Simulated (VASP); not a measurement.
A run of VASP 6.6.1 is set up as follows.

File POSCAR:

```
SiO2
1.0
    4.3525963506      0.0000000000      0.0000000000
    0.0000000000      4.3525963506      0.0000000000
    0.0000000000      0.0000000000      2.7755934866
Si O
2 4
Direct
    0.0000000000      0.0000000000      0.0000000000
    0.5000000000      0.5000000000      0.5000000000
    0.3109103466      0.3109103466      0.0000000000
    0.1890896534      0.8109103466      0.5000000000
    0.8109103466      0.1890896534      0.5000000000
    0.6890896534      0.6890896534      0.0000000000
```

File INCAR.step1:

```
SYSTEM = SiO2
PREC = Accurate
ENCUT = 520
ISMEAR = 0
SIGMA = 0.01
LREAL = .False.
LASPH = .True.
NELM = 80
NBANDS = 25
GGA = PE
ALGO = Normal
EDIFF = 1E-4
LWAVE = .True.
LCHARG = .False.
```

Contents of INCAR.step2:

```
SYSTEM = SiO2
PREC = Accurate
ENCUT = 520
EDIFF = 1E-6
ISMEAR = 0
SIGMA = 0.01
LREAL = .False.
LASPH = .True.
NELM = 80
ALGO = Normal
ISIF = 2
LWAVE = .False.
LCHARG = .False.
METAGGA = R2SCAN
LMIXTAU = .True.
NBANDS = 25
ISTART = 1
```

Contents of KPOINTS:

```
Automatic mesh
0
Gamma
  6 6 10
  0 0 0
```

Potentials or basis: VASP PAW PBE potentials, release 64 (Si, O).

Run with:

```bash
$ cat potpaw_PBE.64/Si/POTCAR potpaw_PBE.64/O/POTCAR > POTCAR
$ cp INCAR.step1 INCAR
$ mpirun -np 1 vasp_std > vasp.out
$ cp INCAR.step2 INCAR
$ mpirun -np 1 vasp_std > vasp.out
```

Predict the band gap on the k mesh.

4.62 eV.

What does it give for the largest force?

0.021 eV/Å.

Estimate the pressure.

-28.5 GPa.

Stress tensor (GPa, compression positive):
```
-24.36   0.00   0.00
  0.00 -24.36   0.00
  0.00   0.00 -36.75
```

Caveat: the cell differs from its parent crystal (strain +4.0%); the cell stands under tension; the PAW data sets were made with another functional, which shifts forces and pressure a little. A k mesh can miss the band edges.
